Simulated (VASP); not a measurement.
Here is a VASP 6.6.1 calculation.

File INCAR:

```
PREC     = Accurate       # precision mode
ENCUT    = 600            # plane-wave cutoff, eV
EDIFF    = 1E-6           # SCF threshold, eV
ISMEAR   = 0              # smearing method
SIGMA    = 0.1            # smearing width, eV
LREAL    = False          # projectors in reciprocal space
LASPH    = True           # aspherical terms in the spheres
NELM     = 120            # most SCF steps
ALGO     = Normal         # electronic algorithm
ISIF     = 2              # what is computed and relaxed
LWAVE    = False          # write WAVECAR
LCHARG   = True           # write CHGCAR
GGA      = PE             # functional
LELF     = True           # ELF
LVHAR    = True         
NBANDS   = 32             # bands
GGA_COMPAT= False
```

KPOINTS

```
regular mesh
0
Gamma
  8 8 8
```

The input POSCAR:

```
Ge2F3
1.0
    4.4042415796      0.0000000000      0.0000000000
    0.0000000000      4.4042415796      0.0000000000
    0.0000000000      0.0000000000      4.4042415796
Ge F
2 3
Direct
    0.0000000000      0.0000000000      0.0000000000
    0.5000000000      0.5000000000      0.5000000000
    0.0000000000      0.5000000000      0.5000000000
    0.5000000000      0.0000000000      0.5000000000
    0.5000000000      0.5000000000      0.0000000000
```

Potentials or basis: VASP PAW PBE potentials, release 64 (Ge_d, F).

Command:

```sh
$ cat potpaw_PBE.64/Ge_d/POTCAR potpaw_PBE.64/F/POTCAR > POTCAR
$ mpirun -np 1 vasp_std > vasp.out
```

**Question.** Predict the pressure.

**Answer.** -0.2 GPa.

Caveat: an odd number of electrons without spin polarisation forces a metal; a magnetic or distorted state may lie lower.
